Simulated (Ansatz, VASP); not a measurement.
**Zn3O in VASP and in Ansatz**

```
CELL_PARAMETERS angstrom
3.09816 0.00000 0.00000
-1.54908 2.68309 0.00000
0.00000 0.00000 6.88604
ATOMIC_POSITIONS crystal
Zn 0.00000 0.00000 0.06320
Zn 0.33333 0.66667 0.64955
Zn 0.66667 0.33333 0.36869
O 0.33333 0.66667 0.92857
```

Alike in both runs: functional PBE; k mesh 12 × 12 × 6; occupations gaussian, width 0.1 eV; no spin polarisation.

Ansatz relaxed the structure, and its values are those at the end. VASP's run is a single point on that final structure, the one shown.

|  | VASP | Ansatz |
| --- | --- | --- |
| version | VASP 6.6.1 | Ansatz 0.2.0 |
| potentials or method | VASP PAW PBE potentials, release 64 (Zn, O), cutoff 520 eV | scalar-relativistic, plane waves, PAW |
| valence electrons in the cell | 42 | 42 |

```csv
,VASP,Ansatz,Ansatz less VASP
gap on the k mesh at the Fermi level (eV),none,none,-
pressure (GPa),0.7,0.0,-0.66
rms of the force components (eV/Å),0.027,0.000,-0.0264
```

A gap of «none» marks a metal or a gap that the smearing closes. The functional is the same, so the differences come from potentials, cutoffs and numerics.
